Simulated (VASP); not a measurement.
**SnO2: single point with PBEsol**

Crystal: SnO2.

```xyz
3
Lattice="1.6171 0.9336 4.8006 -1.6171 0.9336 4.8006 0.0000 -1.8673 4.8006" Properties=species:S:1:pos:R:3 pbc="T T T"
Sn    0.0000    0.0000    7.2009
O     0.0000    0.0000    3.4157
O     0.0000    0.0000   10.9861
```

```yaml
Program: VASP 6.6.1
Task: single point
Functional: PBEsol
Potentials_or_basis: VASP PAW PBE potentials, release 64 (Sn_d, O)
Cutoff: 600 eV
k_mesh: 8 × 8 × 8
Occupations: fermi-dirac, width 0.1 eV
Spin: no spin polarisation
Dipole_correction: no
Further_INCAR_settings: ALGO = Normal; EDIFF = 1e-06; NBANDS = 20
```

```yaml
Pressure: -4.7 GPa
Largest_force: 0.349 eV/Å
Band_gap_on_the_k_mesh: 1.85 eV (least direct gap 1.97 eV)
```

Forces in eV/Å, atoms in the order of the input:
```
Sn   0.000  0.000  0.000
O    0.000  0.000 -0.349
O    0.000  0.000  0.349
```

Stress tensor (GPa, compression positive):
```
-5.24  0.00  0.00
 0.00 -5.24  0.00
 0.00  0.00 -3.69
```

Levels at points of the mesh, in eV from the valence-band top:
| k point | band 11 | band 12 | band 13 | band 14 | band 15 | band 16 |
| --- | --- | --- | --- | --- | --- | --- |
| (0.00, 0.00, 0.00) | -0.90 | -0.90 | -0.12 | 1.85 | 5.57 | 10.88 |
| (0.50, 0.00, 0.00) | -1.48 | -0.59 | -0.56 | 5.23 | 7.58 | 9.93 |
| (0.50, 0.50, 0.00) | -1.14 | -0.46 | -0.02 | 4.96 | 6.77 | 10.59 |
| (0.50, 0.50, 0.50) | -1.27 | -0.85 | -0.85 | 3.12 | 5.52 | 11.05 |

Wall time 2.5 min on 1 thread of Intel(R) Xeon(R) Platinum 8375C CPU @ 2.90GHz (Ice Lake), with other jobs on the host, peak memory 0.28 GiB.

Caveat: the cell stands under tension; the PAW data sets were made with another functional, which shifts forces and pressure a little; spin-orbit coupling is left out, which moves the levels of the heavy elements. A k mesh can miss the band edges.
